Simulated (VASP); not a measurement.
HfO2, 6 atoms in the cell. Symmetry: P4_2/mnm, No. 136, tetragonal system. The conventional cell has a = 4.876 Å, b = 4.876 Å, c = 3.239 Å, α = 90.00°, β = 90.00°, γ = 90.00°. Within 2.8 Å of Hf (site symmetry mmm) lie 6 O at 2.10 Å. O (site symmetry m2m) has 3 Hf at 2.10 Å and 1 O at 2.69 Å within 2.8 Å. 

| Quantity | Value |
| --- | --- |
| Program | VASP 6.6.1 |
| Task | relaxation of cell and atoms |
| Functional | PBE |
| Potentials or basis | VASP PAW PBE potentials, release 64 (Hf_pv, O) |
| Cutoff | 600 eV |
| k mesh | 6 × 6 × 8 |
| Occupations | gaussian, width 0.02 eV |
| Spin | no spin polarisation |
| Dipole correction | no |
| Further INCAR settings | ALGO = Normal; EDIFF = 1e-07; IBRION = 2; EDIFFG = -0.005; NSW = 100; ISIF = 3 |

Potentials or basis: VASP PAW PBE potentials, release 64 (Hf_pv, O).

Command:

```console
$ cat potpaw_PBE.64/Hf_pv/POTCAR potpaw_PBE.64/O/POTCAR > POTCAR
$ mpirun -np 1 vasp_std > vasp.out
```

Hardware: 1 thread of Intel(R) Xeon(R) 6975P-C (Granite Rapids), with other jobs on the host.

Problem. How long does it take, and how much memory?

Solution. Run time: 3.6 min on 1 thread of Intel(R) Xeon(R) 6975P-C (Granite Rapids), with other jobs on the host, peak memory 0.28 GiB. Counts: scf iterations 53, k points 50, ion steps 5.
